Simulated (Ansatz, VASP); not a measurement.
## Co: VASP beside Ansatz

File INCAR:

```
SYSTEM = Co
  ALGO = Normal
  EDIFF = 1E-6
  ENCUT = 520
  GGA = PS
  ISIF = 2
  ISMEAR = -1
  ISPIN = 2
  LASPH = .TRUE.
  LCHARG = .TRUE.
  LELF = .TRUE.
  LMAXMIX = 4
  LORBIT = 11
  LREAL = .FALSE.
  LVHAR = .TRUE.
  LWAVE = .FALSE.
  MAGMOM = 2 2
  NBANDS = 20
  NELM = 150
  PREC = Accurate
  SIGMA = 0.05
```

The input KPOINTS:

```
k-points
0
G
  19 19 10
  0 0 0
```

File POSCAR:

```
Co
1.0
    2.5273697045      0.0000000000      0.0000000000
   -1.2636848523      2.1887663689      0.0000000000
    0.0000000000      0.0000000000      4.1045914620
Co
2
Direct
    0.3333333333      0.6666666667      0.2500000000
    0.6666666667      0.3333333333      0.7500000000
```

Input for Ansatz:

```yaml
crystal:
  lattice:
    - [2.5273697045, 0.0, 0.0]
    - [-1.2636848523, 2.1887663689, 0.0]
    - [0.0, 0.0, 4.104591462]
  atoms:
    - { symbol: Co, position: [0.3333333333, 0.6666666667, 0.25], spin: 2.0 }
    - { symbol: Co, position: [0.6666666667, 0.3333333333, 0.75], spin: 2.0 }
magnetization:
  spin_polarized: true
kpoints:
  mp_grid: { grid: [19, 19, 10] }
  band_path:
    path:
      - [0.0, 0.0, 0.0]
      - [0.5, 0.0, 0.0]
      - [0.3333333333, 0.3333333333, 0.0]
      - [0.0, 0.0, 0.0]
      - [0.0, 0.0, 0.5]
      - [0.5, 0.0, 0.5]
      - [0.3333333333, 0.3333333333, 0.5]
      - [0.0, 0.0, 0.5]
      - [0.5, 0.0, 0.5]
    npoints: 5
scf:
  occupations: { method: fermi_dirac, width: 0.05 }
hamiltonian:
  xc: pbesol
  pseudopotentials: { kind: all_electron, lapw: { basis_error: 0.0005 } }
output:
  forces: true
  stress: true
  eigenvalues: true
```

Change from the starting cell: volume scaled by 1.01.

Alike in both runs: task single point; functional PBEsol; k mesh 19 × 19 × 10; occupations fermi-dirac, width 0.05 eV; collinear spin.

|  | VASP | Ansatz |
| --- | --- | --- |
| version | VASP 6.6.1 | Ansatz 0.2.0 |
| potentials or method | VASP PAW PBE potentials, release 64 (Co), cutoff 520 eV | all-electron LAPW, scalar-relativistic |

VASP gave:

| Property | Result |
| --- | --- |
| pressure (GPa) | -18.2 |
| traceless stress, the component that is largest in VASP (GPa) | -0.92 |
| net moment per atom (μB) | 1.64 |
| size of the moment on the site where the two differ most (μB) | 1.67 |

Q: Estimate Ansatz's values.

A: Pressure (GPa): -17.8; traceless stress, the component that is largest in VASP (GPa): -0.80; net moment per atom (μB): 1.65; size of the moment on the site where the two differ most (μB): 1.70.

VASP's potentials were made for PBE, not for PBEsol. Site moments also hang on the region over which each program counts them. Ansatz ran all-electron here, and VASP with PAW potentials.
